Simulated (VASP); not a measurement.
Write the native input for VASP 6.6.1 that does the following.

```
Task                   : relaxation of cell and atoms
Functional             : PBEsol
Potentials or basis    : VASP PAW PBE potentials, release 64 (Cs_sv, Sn_d, I)
Cutoff                 : 500 eV
k mesh                 : 6 × 6 × 6
Occupations            : gaussian, width 0.1 eV
Spin                   : no spin polarisation
Dipole correction      : no
Further INCAR settings : ALGO = Normal; EDIFF = 1e-07; IBRION = 2; EDIFFG = -0.005; NSW = 100; ISIF = 3
```

The structure of Cs2SnI6 lies in POSCAR:

```
Cs2SnI6
1.0
    0.0000000000      5.8138000000      5.8138000000
    5.8138000000      0.0000000000      5.8138000000
    5.8138000000      5.8138000000      0.0000000000
Cs Sn I
2 1 6
Direct
    0.2500000000      0.2500000000      0.2500000000
    0.7500000000      0.7500000000      0.7500000000
    0.0000000000      0.0000000000      0.0000000000
    0.7546400000      0.2453600000      0.2453600000
    0.2453600000      0.7546400000      0.2453600000
    0.2453600000      0.7546400000      0.7546400000
    0.7546400000      0.2453600000      0.7546400000
    0.2453600000      0.2453600000      0.7546400000
    0.7546400000      0.7546400000      0.2453600000
```

One way to write it, as run:

INCAR

```
SYSTEM = Cs2SnI6
PREC = Accurate
ENCUT = 500
EDIFF = 1E-7
ISMEAR = 0
SIGMA = 0.1
LREAL = .False.
LASPH = .True.
NELM = 120
ALGO = Normal
ISIF = 3
LWAVE = .False.
LCHARG = .False.
GGA = PS
IBRION = 2
NSW = 100
EDIFFG = -0.005
GGA_COMPAT = .False.
NELMIN = 4
```

KPOINTS

```
Automatic mesh
0
Gamma
  6 6 6
  0 0 0
```

Potentials or basis: VASP PAW PBE potentials, release 64 (Cs_sv, Sn_d, I).

Command:

```console
$ cat potpaw_PBE.64/Cs_sv/POTCAR potpaw_PBE.64/Sn_d/POTCAR potpaw_PBE.64/I/POTCAR > POTCAR
$ mpirun -np 1 vasp_std > vasp.out
```

Results of the run:

```json
{
 "Relaxed volume": "42.91 Å³/atom",
 "Relaxed cell": "a = 8.174 Å, b = 8.174 Å, c = 8.174 Å, α = 60.00°, β = 60.00°, γ = 60.00°",
 "Space group after relaxing (to 0.05 Å)": "Fm-3m (No. 225)",
 "Energy gained by relaxing": "1.4 meV/atom",
 "Ionic steps": "6",
 "Pressure after relaxing": "0.0 GPa",
 "Band gap on the k mesh": "zero (filled and empty bands touch)"
}
```

Caveat: the PAW data sets were made with another functional, which shifts forces and pressure a little; spin-orbit coupling is left out, which moves the levels of the heavy elements.

It took 13 min on 1 thread of Intel(R) Xeon(R) 6975P-C (Granite Rapids) (shared host), peak memory 0.65 GiB.
